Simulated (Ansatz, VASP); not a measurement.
**Two plane-wave programs on Ni**

```
CELL_PARAMETERS angstrom
2.50552 0.00000 0.00000
-1.25276 2.16984 0.00000
0.00000 0.00000 8.20088
ATOMIC_POSITIONS crystal
Ni 0.00000 0.00000 0.00000
Ni 0.00000 0.00000 0.50000
Ni 0.33333 0.66667 0.25000
Ni 0.66667 0.33333 0.75000
```

Alike in both runs: task single point; functional revPBE; k mesh 16 × 16 × 5; occupations fermi-dirac, width 0.05 eV; collinear spin.

|  | VASP | Ansatz |
| --- | --- | --- |
| version | VASP 6.6.1 | Ansatz 0.2.0 |
| potentials or method | VASP PAW PBE potentials, release 64 (Ni), cutoff 520 eV | plane waves (420 eV) with PAW, scalar-relativistic |
| valence electrons in the cell | 40 | 72 |

```csv
,VASP,Ansatz,Ansatz less VASP
pressure (GPa),-0.2,-0.2,-0.07
"traceless stress, the component that is largest in VASP (GPa)",0.31,0.24,-0.066
net moment per atom (μB),0.62,0.64,+0.016
size of the moment on the site where the two differ most (μB),0.64,0.68,+0.044
```

VASP's potentials were made for PBE, not for revPBE. Site moments also hang on the region over which each program counts them. VASP's potentials hold 40 valence electrons a cell and Ansatz's 72, so a difference there can come from the potentials and not from the codes.
